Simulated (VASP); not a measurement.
Crystal: In5TeMo2.

```
CELL_PARAMETERS angstrom
7.02011 0.00000 0.00000
-3.51005 6.07959 0.00000
0.00000 0.00000 4.67826
ATOMIC_POSITIONS crystal
In 0.50000 0.00000 0.50000
In 0.00000 0.50000 0.50000
In 0.50000 0.50000 0.50000
In 0.33333 0.66667 0.00000
In 0.66667 0.33333 0.00000
Te 0.00000 0.00000 0.50000
Mo 0.33333 0.66667 0.50000
Mo 0.66667 0.33333 0.50000
```

The cell was generated, and may not be a known phase.

```yaml
Program: VASP 6.6.1
Task: relaxation of cell and atoms
Functional: PBE
Potentials_or_basis: VASP PAW PBE potentials, release 64 (In_d, Te, Mo_sv)
Cutoff: 500 eV
k_mesh: 3 × 3 × 4
Occupations: gaussian, width 0.2 eV
Spin: no spin polarisation
```

At the start: pressure 72.7 GPa; volume 24.96 Å³/atom.

**Question.** How do energy, volume and symmetry change on relaxing?

**Answer.** Over 9 steps the energy falls by 3055.7 meV/atom and the volume is 47.87 Å³/atom (+91.8 %); space group P6/mmm (No. 191, to 0.1 Å) before and after.

Step by step:
```tsv
step	energy change (eV)	largest force (eV/Å)	pressure (GPa)	volume (Å³)
1	0.0000	0.0000	72.67	199.67
2	-12.8319	0.0000	-10.95	723.70
3	-24.2740	0.0000	-1.43	411.12
4	-24.3613	0.0000	-0.95	400.76
5	-24.4299	0.0000	0.28	379.39
6	-24.4298	0.0000	0.00	383.75
7	-24.4424	0.0000	-0.21	386.08
8	-24.4425	0.0000	-0.23	386.31
9	-24.4456	0.0000	-0.02	382.94
```

Final structure:
```
In Te Mo
1.0
     9.06926    0.00000    0.00000
    -4.53463    7.85421    0.00000
     0.00000    0.00000    5.37601
In Te Mo
5 1 2
Direct
  0.50000 0.00000 0.50000
  0.00000 0.50000 0.50000
  0.50000 0.50000 0.50000
  0.33333 0.66667 0.00000
  0.66667 0.33333 0.00000
  0.00000 0.00000 0.50000
  0.33333 0.66667 0.50000
  0.66667 0.33333 0.50000
```

Caveat: the volume moved by over 15 % at a fixed basis, so the end points are rough.
